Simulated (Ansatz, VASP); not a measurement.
**BiBO: VASP beside Ansatz**

```
B Bi O
1.0
     3.96378    0.00000    0.00000
     0.00000    5.54972    0.00000
     0.00000    0.00000    5.00039
B Bi O
2 2 2
Cartesian
  0.0000 0.0000 3.6290
  1.9819 2.7749 1.3714
  0.0000 2.7749 4.6832
  1.9819 0.0000 0.3172
  0.0000 0.0000 2.3649
  1.9819 2.7749 2.6355
```

Alike in both runs: functional PBE; k mesh 10 × 8 × 8; occupations gaussian, width 0.1 eV; no spin polarisation.

Ansatz relaxed the structure, and its values are those at the end. VASP's run is a single point on that final structure, the one shown.

|  | VASP | Ansatz |
| --- | --- | --- |
| version | VASP 6.6.1 | Ansatz 0.2.0 |
| potentials or method | VASP PAW PBE potentials, release 64 (B, Bi_d, O), cutoff 520 eV | scalar-relativistic, plane waves, PAW |
| valence electrons in the cell | 48 | 48 |

Ansatz gave:

| Quantity | Value |
| --- | --- |
| gap on the k mesh at the Fermi level (eV) | none |
| pressure (GPa) | 0.0 |
| rms of the force components (eV/Å) | 0.003 |

Task: Estimate VASP's values.

Result: gap on the k mesh at the Fermi level (eV): none; pressure (GPa): 0.0; rms of the force components (eV/Å): 0.057.

A gap of «none» marks a metal or a gap that the smearing closes. With one functional, cell and mesh, what is left measures potentials, basis and numerics.

Spin-orbit coupling is off throughout.
